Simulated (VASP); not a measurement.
# HgTe in VASP: a series of runs

HgTe is run at these levels: PBE, LDA; tasks: single point.

Program: VASP 6.6.1. These are calculated values, not measurements. Logs are shortened: lines on timing, memory, paths and dates and some standing lists are left out, and cuts for length are marked.

## (1) The cell of the first run

Symmetry: Fm-3m, No. 225, cubic system. Conventional cell: a = 5.843 Å, b = 5.843 Å, c = 5.843 Å, α = 90.00°, β = 90.00°, γ = 90.00°. Hg (site symmetry m-3m) has 6 Te at 2.92 Å within 3.8 Å. Te (site symmetry m-3m) has 6 Hg at 2.92 Å within 3.8 Å.

## (2) Single point, PBE

The input, INCAR:

```
SYSTEM = HgTe
PREC     = Accurate       ! precision mode
ENCUT    = 520            ! plane-wave cutoff, eV
EDIFF    = 1E-7           ! SCF threshold, eV
ISMEAR   = -1             ! smearing method
SIGMA    = 0.08           ! smearing width, eV
LREAL    = .FALSE.        ! projectors in reciprocal space
LASPH    = .TRUE.         ! aspherical terms in the spheres
NELM     = 80             ! most SCF steps
ALGO     = Normal         ! electronic algorithm
ISIF     = 2              ! what is computed and relaxed
LWAVE    = .FALSE.        ! write WAVECAR
LCHARG   = .FALSE.        ! write CHGCAR
GGA      = PE             ! functional
NBANDS   = 16             ! bands
```

The input, KPOINTS:

```
Automatic mesh
0
G
  10 10 10
  0 0 0
```

The input, POSCAR:

```
HgTe
1.0
    0.0000000000      2.9215000000      2.9215000000
    2.9215000000      0.0000000000      2.9215000000
    2.9215000000      2.9215000000      0.0000000000
Hg Te
1 1
Direct
    0.0000000000      0.0000000000      0.0000000000
    0.5000000000      0.5000000000      0.5000000000
```

Potentials or basis: VASP PAW PBE potentials, release 64 (Hg, Te).

Run with:

```bash
> cat potpaw_PBE.64/Hg/POTCAR potpaw_PBE.64/Te/POTCAR > POTCAR
> mpirun -np 1 vasp_std > vasp.out
```

OUTCAR:

```text
SYSTEM = HgTe
   PREC = Accurate
   ENCUT = 520
   EDIFF = 1E-7
   ISMEAR = -1
   LREAL = .FALSE.
   LASPH = .TRUE.
   NELM = 80
   ISIF = 2
   GGA = PE

 ion  position               nearest neighbor table
   1  0.000  0.000  0.000-   2 2.92   2 2.92   2 2.92   2 2.92   2 2.92   2 2.92
   2  0.500  0.500  0.500-   1 2.92   1 2.92   1 2.92   1 2.92   1 2.92   1 2.92

  LATTYP: Found a face centered cubic cell.
 ALAT       =     5.8430000000

  Lattice vectors:

 A1 = (   0.0000000000,   2.9215000000,   2.9215000000)
 A2 = (   2.9215000000,   0.0000000000,   2.9215000000)
 A3 = (   2.9215000000,   2.9215000000,   0.0000000000)

Analysis of symmetry for initial positions (statically):
=====================================================================
 Subroutine PRICEL returns:
 Original cell was already a primitive cell.

 Routine SETGRP: Setting up the symmetry group for a
 face centered cubic supercell.

 Subroutine GETGRP returns: Found 48 space group operations
 (whereof 48 operations were pure point group operations)
 out of a pool of 48 trial point group operations.

The static configuration has the point symmetry O_h .

Analysis of symmetry for dynamics (positions and initial velocities):
=====================================================================
 Subroutine PRICEL returns:
 Original cell was already a primitive cell.

 Routine SETGRP: Setting up the symmetry group for a
 face centered cubic supercell.

 Subroutine GETGRP returns: Found 48 space group operations
 (whereof 48 operations were pure point group operations)
 out of a pool of 48 trial point group operations.

The dynamic configuration has the point symmetry O_h .

 Subroutine INISYM returns: Found 48 space group operations
 (whereof 48 operations are pure point group operations),
 and found     1 'primitive' translations

----------------------------------------------------------------------------------------

                                     Primitive cell

  volume of cell :      49.8710

  direct lattice vectors                    reciprocal lattice vectors
     0.000000000  2.921500000  2.921500000    -0.171144960  0.171144960  0.171144960
     2.921500000  0.000000000  2.921500000     0.171144960 -0.171144960  0.171144960
     2.921500000  2.921500000  0.000000000     0.171144960  0.171144960 -0.171144960

  length of vectors
     4.131624922  4.131624922  4.131624922     0.296431766  0.296431766  0.296431766

  position of ions in fractional coordinates (direct lattice)
     0.000000000  0.000000000  0.000000000
     0.500000000  0.500000000  0.500000000

  ion indices of the primitive-cell ions
   primitive index   ion index
                 1           1
                 2           2

----------------------------------------------------------------------------------------

 KPOINTS: Automatic mesh

Automatic generation of k-mesh.
 Grid dimensions read from file:
 generate k-points for:   10   10   10

 Generating k-lattice:

  Cartesian coordinates                     Fractional coordinates (reciprocal lattice)
    -0.017114496  0.017114496  0.017114496     0.100000000  0.000000000  0.000000000
     0.017114496 -0.017114496  0.017114496     0.000000000  0.100000000  0.000000000
     0.017114496  0.017114496 -0.017114496     0.000000000  0.000000000  0.100000000

  Length of vectors
     0.029643177  0.029643177  0.029643177

  Shift w.r.t. Gamma in fractional coordinates (k-lattice)
     0.000000000  0.000000000  0.000000000

 Subroutine IBZKPT returns following result:
 ===========================================

 Found     47 irreducible k-points:

 Following reciprocal coordinates:
            Coordinates               Weight
  0.000000  0.000000  0.000000      1.000000
  0.100000  0.000000  0.000000      8.000000
  0.200000  0.000000  0.000000      8.000000
  0.300000  0.000000  0.000000      8.000000
  0.400000  0.000000  0.000000      8.000000
  0.500000  0.000000  0.000000      4.000000
[... 16 lines left out ...]
  0.300000  0.300000  0.000000      6.000000
  0.400000  0.300000  0.000000     24.000000
 [... further k-points ...]
   k-points           NKPTS =     47   k-points in BZ     NKDIM =     47   number of bands    NBANDS=     16
   number of dos      NEDOS =    301   number of ions     NIONS =      2
   total plane-waves  NPLWV =  32768
   dimension x,y,z NGX =    32 NGY =   32 NGZ =   32
   dimension x,y,z NGXF=    64 NGYF=   64 NGZF=   64
   ions per type =               1   1
   NGX,Y,Z   is equivalent  to a cutoff of  12.88, 12.88, 12.88 a.u.
   NGXF,Y,Z  is equivalent  to a cutoff of  25.75, 25.75, 25.75 a.u.
 SYSTEM =  HgTe
   PREC   = accura    normal or accurate (medium, high low for compatibility)
   ISTART =      0    job   : 0-new  1-cont  2-samecut
   ICHARG =      2    charge: 1-file 2-atom 10-const
   ISPIN  =      1    spin polarized calculation?
   LNONCOLLINEAR =      F non collinear calculations
   LSORBIT =      F    spin-orbit coupling
   LASPH  =      T    aspherical Exc in radial PAW
   ENCUT  =  520.0 eV  38.22 Ry    6.18 a.u.   7.68  7.68  7.68*2*pi/ulx,y,z
   NELM   =     80;   NELMIN=  2; NELMDL= -5     # of ELM steps
   EDIFF  = 0.1E-06   stopping-criterion for ELM
   LREAL  =      F    real-space projection
   EDIFFG = 0.1E-05   stopping-criterion for IOM
   NSW    =      0    number of steps for IOM
   IBRION =     -1    ionic relax: 0-MD 1-quasi-New 2-CG
   NFREE  =      0    steps in history (QN), initial steepest desc. (CG)
   ISIF   =      2    stress and relaxation
   ISYM   =      2    0-nonsym 1-usesym 2-fastsym
   POTIM  = 0.5000    time-step for ionic-motion
   TEBEG  =    0.0;   TEEND  =   0.0 temperature during run
   PSTRESS=    0.0 pullay stress
   NELECT =      18.0000    total number of electrons
   NUPDOWN=      -1.0000    fix difference up-down
   EMIN   =  10.00;   EMAX   =-10.00  energy-range for DOS
   EFERMI =   0.00;   METHOD = LEGACY
   ISMEAR =    -1;   SIGMA  =   0.08  broadening in eV -4-tet -1-fermi 0-gaus
   EFERMI_NEDOS =   21; number of points for ismear=-14 and -15
   IALGO  =     38    algorithm
   IMIX   =      4    mixing-type and parameters
     AMIX     =   0.40;   BMIX     =  1.00
     AMIX_MAG =   1.60;   BMIX_MAG =  1.00
  volume/ion in A,a.u.               =      24.94       168.27
  Fermi-wavevector in a.u.,A,eV,Ry     =   1.165601  2.202666 18.485213  1.358625
  Thomas-Fermi vector in A             =   2.302124
   LORBIT       =      0    0 simple, 1 ext, 2 COOP (PROOUT), +10 PAW based schemes
   GGA     = PE    functional components
   LHFCALC =     F    Hartree Fock is set to
   AEXX    =    0.0000 exact exchange contribution
   IVDW    =     0    specifies the selected vdW correction
   LEPSILON=     F    determine dielectric tensor
   LRPA    =     F    only Hartree local field effects (RPA)
 non-spin polarized calculation
  energy-cutoff  :      520.00
  volume of cell :       49.87
 maximum number of plane-waves:      1363
   NGX = 15   NGY = 15   NGZ = 15

 number of electron      18.0000001 magnetization

 Free energy of the ion-electron system (eV)
  ---------------------------------------------------
  ext. energy  EPLUGINS =         0.00000000
  ---------------------------------------------------
  free energy    TOTEN  =        -3.13697798 eV

  energy without entropy =       -3.12436870  energy(sigma->0) =       -3.13067334

 E-fermi :   5.9401     XC(G=0): -10.5061

 val. band max:        5.8399524427   @ k =   0.5000   0.1000   0.0000
 cond. band min:       6.0503106557   @ k =  -0.2000   0.1000   0.0000
 fundamental gap:      0.2103582130
 Fermi energy:         5.9400748624

 k-point     1 :       0.0000    0.0000    0.0000
  band No.  band energies     occupation
      1      -7.0901      2.00000
      2      -1.3078      2.00000
      3      -1.3078      2.00000
      4      -1.2441      2.00000
      5      -1.2441      2.00000
      6      -1.2441      2.00000
[... 8 lines left out ...]
     15      14.0185      0.00000
     16      14.0185      0.00000

 k-point     2 :       0.1000    0.0000    0.0000
  band No.  band energies     occupation
      1      -6.9813      2.00000
      2      -1.3545      2.00000
      3      -1.3545      2.00000
      4      -1.2626      2.00000
      5      -1.2261      2.00000
      6      -1.2261      2.00000
[... 8 lines left out ...]
     15      14.1060      0.00000
     16      14.1060      0.00000

 k-point     3 :       0.2000    0.0000    0.0000
  band No.  band energies     occupation
      1      -6.6670      2.00000
      2      -1.4808      2.00000
      3      -1.4808      2.00000
      4      -1.3321      2.00000
      5      -1.1685      2.00000
      6      -1.1685      2.00000
[... 8 lines left out ...]
     15      14.5881      0.00000
     16      14.5881      0.00000

 k-point     4 :       0.3000    0.0000    0.0000
  band No.  band energies     occupation
      1      -6.1941      2.00000
      2      -1.6290      2.00000
      3      -1.6290      2.00000
      4      -1.5091      2.00000
      5      -1.0935      2.00000
      6      -1.0935      2.00000
[... 8 lines left out ...]
     15      15.3946      0.00000
     16      15.3946      0.00000
[... 324 lines left out ...]
 k-point    22 :      -0.2000    0.2000    0.0000
  band No.  band energies     occupation
      1      -6.0932      2.00000
      2      -1.7205      2.00000
      3      -1.6879      2.00000
      4      -1.3384      2.00000
      5      -1.1184      2.00000
      6      -1.0190      2.00000
[... 8 lines left out ...]
     15      15.9632      0.00000
     16      17.5937      0.00000

 k-point    23 :       0.3000    0.3000    0.0000
  band No.  band energies     occupation
      1      -6.1266      2.00000
      2      -1.6615      2.00000
      3      -1.3773      2.00000
      4      -1.2198      2.00000
      5      -1.0686      2.00000
      6      -1.0686      2.00000
[... 8 lines left out ...]
     15      17.8054      0.00000
     16      18.3618      0.00000

 k-point    24 :       0.4000    0.3000    0.0000
  band No.  band energies     occupation
      1      -5.9023      2.00000
      2      -1.4709      2.00000
      3      -1.3995      2.00000
      4      -1.2780      2.00000
      5      -0.9901      2.00000
      6      -0.9893      2.00000
[... 8 lines left out ...]
     15      18.3268      0.00000
     16      18.4077      0.00000

 [... further k-points ...]
[... 5 lines left out ...]
  --------------------------------------------------------------------------------------
  -------------------------------------------------------------------------------------
  Total        3.2982071      3.2982071      3.2982071      0.0000000      0.0000000      0.0000000
  in kB      105.9597278    105.9597278    105.9597278      0.0000000      0.0000000      0.0000000
  external PRESSURE =     105.9597278 kB  Pullay stress =       0.0000000 kB

 VOLUME and BASIS-vectors are now :
 -----------------------------------------------------------------------------
  energy-cutoff  :      520.00
  volume of cell :       49.87
      direct lattice vectors                 reciprocal lattice vectors
     0.000000000  2.921500000  2.921500000    -0.171144960  0.171144960  0.171144960
     2.921500000  0.000000000  2.921500000     0.171144960 -0.171144960  0.171144960
     2.921500000  2.921500000  0.000000000     0.171144960  0.171144960 -0.171144960

 POSITION                                       TOTAL-FORCE (eV/Angst)
 -----------------------------------------------------------------------------------
      0.00000      0.00000      0.00000         0.000000     -0.000000     -0.000000
      2.92150      2.92150      2.92150         0.000000      0.000000      0.000000
 -----------------------------------------------------------------------------------
    total drift:                                0.000000     -0.000000     -0.000000

  FREE ENERGIE OF THE ION-ELECTRON SYSTEM (eV)
  ---------------------------------------------------
  free  energy   TOTEN  =        -3.1369779800 eV

  energy  without entropy=       -3.1243687025  energy(sigma->0) =       -3.13067334
```

Run time: 34 s. Hardware: 1 thread of AMD EPYC 7R13 (Zen 3), shared host; peak memory 0.17 GiB.

What came out:

```yaml
Free_energy: -3.1370 eV
Pressure: 10.6 GPa
Band_gap_on_the_k_mesh: zero (band 9 reaches 6.37 eV, above the bottom of band 10 at 3.13 eV)
```

Caveat: spin-orbit coupling is left out, which moves the levels of the heavy elements.

## (3) Single point, LDA

The input, INCAR:

```
ALGO = Normal
EDIFF = 1E-6
ENCUT = 520
ISIF = 2
ISMEAR = -1
LASPH = T
LCHARG = T
LELF = T
LREAL = F
LVHAR = T
LWAVE = F
NBANDS = 16
NELM = 80
PREC = Accurate
SIGMA = 0.08
```

The input, KPOINTS:

```
k-points
0
Gamma
  10 10 10
```

POSCAR is that of step 2.

Potentials or basis: VASP PAW LDA potentials, release 64 (Hg, Te).

Run with:

```bash
> cat potpaw_LDA.64/Hg/POTCAR potpaw_LDA.64/Te/POTCAR > POTCAR
> mpirun -np 1 vasp_std > vasp.out
```

Wall time 25 s (1 thread of Intel Xeon 8259CL, shared host); peak memory 0.18 GiB.

The run converged. Its results:

| Quantity | Value |
| --- | --- |
| Free energy | -4.8988 eV |
| Pressure | 4.4 GPa |
| Band gap on the k mesh | zero (band 9 reaches 6.22 eV, above the bottom of band 10 at 2.96 eV) |

Levels at points of the mesh, in eV from the Fermi level:
```
           k point  band 6  band 7  band 8  band 9  band 10  band 11  band 12  band 13
(0.00, 0.00, 0.00)   -7.19   -0.90   -0.90   -0.90    -0.46     7.71     7.71     7.71
(0.50, 0.00, 0.00)   -6.95   -6.08    0.44    0.44     2.39     3.71     3.71     4.31
(0.50, 0.50, 0.00)   -6.00   -5.19   -2.99   -2.82    -2.82     4.64     9.80     9.80
```

Caveat: spin-orbit coupling is left out, which moves the levels of the heavy elements.

## (4) Single point, PBE (equal xy, yz and zx shear strains of +1 %)

The input, INCAR:

```
ALGO     = Normal         # electronic algorithm
EDIFF    = 1E-6           # SCF threshold, eV
ENCUT    = 520            # plane-wave cutoff, eV
GGA      = PE             # functional
ISIF     = 2              # what is computed and relaxed
ISMEAR   = -1             # smearing method
LASPH    = True           # aspherical terms in the spheres
LCHARG   = False          # write CHGCAR
LREAL    = False          # projectors in reciprocal space
LWAVE    = False          # write WAVECAR
NBANDS   = 16             # bands
NELM     = 80             # most SCF steps
PREC     = Accurate       # precision mode
SIGMA    = 0.08           # smearing width, eV
```

KPOINTS is that of step 3.

The input, POSCAR:

```
HgTe
1.0
    0.0292150000      2.9361075000      2.9361075000
    2.9361075000      0.0292150000      2.9361075000
    2.9361075000      2.9361075000      0.0292150000
Hg Te
1 1
Direct
    0.0000000000      0.0000000000      0.0000000000
    0.5000000000      0.5000000000      0.5000000000
```

Potentials or basis: VASP PAW PBE potentials, release 64 (Hg, Te).

Run with:

```bash
> cat potpaw_PBE.64/Hg/POTCAR potpaw_PBE.64/Te/POTCAR > POTCAR
> mpirun -np 1 vasp_std > vasp.out
```

Run time: 90 s. Hardware: 1 thread of Intel Xeon Platinum 8375C at 2.90GHz (Ice Lake), shared host; peak memory 0.24 GiB.

The run converged. Its results:

```yaml
Free_energy: -3.1360 eV
Pressure: 10.6 GPa
Band_gap_on_the_k_mesh: zero (band 9 reaches 6.41 eV, above the bottom of band 10 at 3.19 eV)
```

Stress tensor (GPa, compression positive):
```
10.60 -0.16 -0.16
-0.16 10.60 -0.16
-0.16 -0.16 10.60
```

Levels at points of the mesh, in eV from the Fermi level:
```csv
k point,band 5,band 6,band 7,band 8,band 9,band 10,band 11,band 12,band 13,band 14
"(0.00, 0.00, 0.00)",-7.18,-7.18,-1.00,-0.85,-0.85,-0.35,7.59,7.78,7.78,7.89
"(0.50, 0.00, 0.00)",-6.95,-6.94,-6.04,0.41,0.42,2.44,3.68,3.79,4.32,10.88
"(0.50, 0.50, 0.00)",-6.84,-5.99,-5.18,-2.92,-2.87,-2.75,4.66,9.86,9.90,10.59
"(0.50, 0.50, 0.50)",-6.95,-6.95,-6.12,0.46,0.46,2.57,3.86,3.86,4.47,10.78
```

Caveat: the cell differs from its parent crystal (equal xy, yz and zx shear strains of +1 %); spin-orbit coupling is left out, which moves the levels of the heavy elements.

## (5) Overview

| level | potentials or basis | cell | gap on the mesh (eV) | pressure (GPa) |
| --- | --- | --- | --- | --- |
| PBE | VASP PAW PBE potentials, release 64 (Hg, Te) | a = 4.132 Å, angles 60.0°, 2 atoms | none | 10.6 |
| LDA | VASP PAW LDA potentials, release 64 (Hg, Te) | a = 4.132 Å, angles 60.0°, 2 atoms | none | 4.4 |
| PBE | VASP PAW PBE potentials, release 64 (Hg, Te) | a = 4.152 Å, angles 59.3°, 2 atoms | none | 10.6 |

Alike in all rows: task single point; no spin polarisation; k mesh 10 × 10 × 10; cutoff (eV) 520; smearing fermi-dirac 0.08 eV.

Caveats: spin-orbit coupling is left out, which moves the levels of the heavy elements.

Total energies depend on the potentials used, so only differences within one code and one set of settings carry meaning.
